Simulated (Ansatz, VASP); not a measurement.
V in VASP and in Ansatz

Contents of INCAR:

```
SYSTEM = V
ALGO     = Normal         ! electronic algorithm
EDIFF    = 1E-6           ! SCF threshold, eV
ENCUT    = 520            ! plane-wave cutoff, eV
GGA      = PE             ! functional
ISIF     = 2              ! what is computed and relaxed
ISMEAR   = -1             ! smearing method
LASPH    = .True.         ! aspherical terms in the spheres
LCHARG   = .False.        ! write CHGCAR
LREAL    = .False.        ! projectors in reciprocal space
LWAVE    = .False.        ! write WAVECAR
NBANDS   = 20             ! bands
NELM     = 100            ! most SCF steps
PREC     = Accurate       ! precision mode
SIGMA    = 0.1            ! smearing width, eV
```

File KPOINTS:

```
k-points
0
Gamma
  17 17 17
  0 0 0
```

POSCAR

```
V
1.0
    0.0000000000      2.6209017038      2.6209017038
    2.6209017038      0.0000000000      2.6209017038
    2.6209017038      2.6209017038      0.0000000000
V
2
Direct
    0.1250000000      0.1250000000      0.1250000000
    0.8750000000      0.8750000000      0.8750000000
```

Input for Ansatz:

```yaml
crystal:
  lattice:
    - [0.0, 2.6209017038, 2.6209017038]
    - [2.6209017038, 0.0, 2.6209017038]
    - [2.6209017038, 2.6209017038, 0.0]
  atoms:
    - { symbol: V, position: [0.125, 0.125, 0.125] }
    - { symbol: V, position: [0.875, 0.875, 0.875] }
hamiltonian:
  xc: pbe
  pseudopotentials:
    kind: paw
    azcp:
      V: "pseudopotentials/V.paw.azcp"
basis:
  ecutwfc: 420
  fft_grid_basis: typed
kpoints:
  mp_grid: { grid: [17, 17, 17], shift: [0, 0, 0] }
magnetization:
  spin_polarized: false
scf:
  occupations: { method: fermi_dirac, width: 0.1 }
output:
  stress: true
```

Alike in both runs: task single point; functional PBE; k mesh 17 × 17 × 17; occupations fermi-dirac, width 0.1 eV; no spin polarisation.

|  | VASP | Ansatz |
| --- | --- | --- |
| version | VASP 6.6.1 | Ansatz 0.2.0 |
| potentials or method | VASP PAW PBE potentials, release 64 (V_sv), cutoff 520 eV | plane waves (420 eV) with PAW, scalar-relativistic |
| valence electrons in the cell | 26 | 26 |

VASP gave:

- pressure (GPa): 3.3

Problem. Estimate Ansatz's values.

Solution. Pressure (GPa): 2.7.
